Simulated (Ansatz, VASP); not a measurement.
## Two plane-wave programs on EuS3

File INCAR:

```
SYSTEM = EuS3
PREC = Accurate ; ENCUT = 520
EDIFF = 1E-6 ; ISMEAR = 0
SIGMA = 0.1 ; LREAL = .FALSE.
LASPH = .TRUE. ; NELM = 150
ALGO = Normal ; ISIF = 2
LWAVE = .FALSE. ; LCHARG = .FALSE.
ISPIN = 2 ; MAGMOM = 7 0 0 0
LORBIT = 11 ; LMAXMIX = 6
GGA = PE ; NBANDS = 30
```

KPOINTS

```
regular mesh
0
G
  4 4 4
  0 0 0
```

Contents of POSCAR:

```
EuS3
1.0
   -2.7342888300      2.8464201400      3.8162966400
    2.7342888300     -2.8464201400      3.8162966400
    2.7342888300      2.8464201400     -3.8162966400
Eu S
1 3
Direct
    0.5000000000      0.5000000000      0.0000000000
    0.1151564000      0.1151564000      0.0000000000
    0.8848436000      0.8848436000      0.0000000000
    0.0000000000      0.5000000000      0.5000000000
```

Input for Ansatz:

```yaml
crystal:
  lattice:
    - [-2.73428883, 2.84642014, 3.81629664]
    - [2.73428883, -2.84642014, 3.81629664]
    - [2.73428883, 2.84642014, -3.81629664]
  atoms:
    - { symbol: Eu, position: [0.5, 0.5, 0.0], spin: 7.0 }
    - { symbol: S, position: [0.1151564, 0.1151564, 0.0] }
    - { symbol: S, position: [0.8848436, 0.8848436, 0.0] }
    - { symbol: S, position: [0.0, 0.5, 0.5] }
basis:
  ecutwfc: 420
kpoints:
  mp_grid: { grid: [4, 4, 4] }
hamiltonian:
  xc: pbe
scf:
  occupations: { method: gaussian, width: 0.1 }
  lower_state_search: "off"
output:
  forces: true
  stress: true
  eigenvalues: true
  populations: true
magnetization:
  spin_polarized: true
```

Alike in both runs: task single point; functional PBE; k mesh 4 × 4 × 4; occupations gaussian, width 0.1 eV; collinear spin.

|  | VASP | Ansatz |
| --- | --- | --- |
| version | VASP 6.6.1 | Ansatz 0.2.0 |
| potentials or method | VASP PAW PBE potentials, release 64 (Eu, S), cutoff 520 eV | scalar-relativistic, plane waves, PAW |
| valence electrons in the cell | 35 | 35 |

Ansatz gave:

```
gap on the k mesh at the Fermi level (eV)                     : none
pressure (GPa)                                                : 5.6
traceless stress, the component that is largest in VASP (GPa) : 11.95
rms of the force components (eV/Å)                            : 3.573
net moment per atom (μB)                                      : 1.68
size of the moment on the site where the two differ most (μB) : 6.73
```

Problem. What did VASP give for the same quantities?

Solution. gap on the k mesh at the Fermi level (eV): none; pressure (GPa): 5.1; traceless stress, the component that is largest in VASP (GPa): 11.16; rms of the force components (eV/Å): 3.385; net moment per atom (μB): 1.67; size of the moment on the site where the two differ most (μB): 6.57.

Site moments also hang on the region over which each program counts them. Atom by atom the forces differ by 0.189 eV/Å (rms over components). A gap of «none» marks a metal or a gap that the smearing closes.

The k mesh is coarse, so the values compare programs but aren't converged. Neither program's run includes spin-orbit coupling.
